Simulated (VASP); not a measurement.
A run of VASP 6.6.1:

POSCAR

```
K
1.0
    4.7623960200      0.0000000000      0.0000000000
   -2.3811980100      4.1243559400      0.0000000000
    0.0000000000      0.0000000000      7.8299713200
K
2
Direct
    0.3333333333      0.6666666667      0.2500000000
    0.6666666667      0.3333333333      0.7500000000
```

INCAR.step1

```
PREC = Accurate ; ENCUT = 520
ISMEAR = 1 ; SIGMA = 0.15
LREAL = F ; LASPH = T
NELM = 100 ; NBANDS = 16
GGA = PE ; ALGO = Normal
EDIFF = 1E-4 ; LWAVE = T
LCHARG = F
```

INCAR.step2

```
PREC = Accurate ; ENCUT = 520
EDIFF = 1E-6 ; ISMEAR = 1
SIGMA = 0.15 ; LREAL = F
LASPH = T ; NELM = 100
ALGO = Normal ; ISIF = 2
LWAVE = F ; LCHARG = T
METAGGA = R2SCAN ; LMIXTAU = T
IVDW = 13 ; VDW_S6 = 1.0
VDW_S8 = 0.6018749 ; VDW_A1 = 0.51559235
VDW_A2 = 5.77342911 ; LELF = T
LVHAR = T ; NBANDS = 16
ISTART = 1
```

Contents of KPOINTS:

```
Automatic mesh
0
Gamma
  4 4 4
```

Potentials or basis: VASP PAW PBE potentials, release 64 (K_sv).

Run with:

```bash
$ cat potpaw_PBE.64/K_sv/POTCAR > POTCAR
$ cp INCAR.step1 INCAR
$ mpirun -np 1 vasp_std > vasp.out
$ cp INCAR.step2 INCAR
$ mpirun -np 1 vasp_std > vasp.out
```

Hardware: 1 thread of Intel(R) Xeon(R) Platinum 8375C CPU @ 2.90GHz (Ice Lake), on a shared host.

How long does it take, and how much memory?

It took 110 s on 1 thread of Intel(R) Xeon(R) Platinum 8375C CPU @ 2.90GHz (Ice Lake) (shared host), peak memory 0.29 GiB. Counts: k points 12.
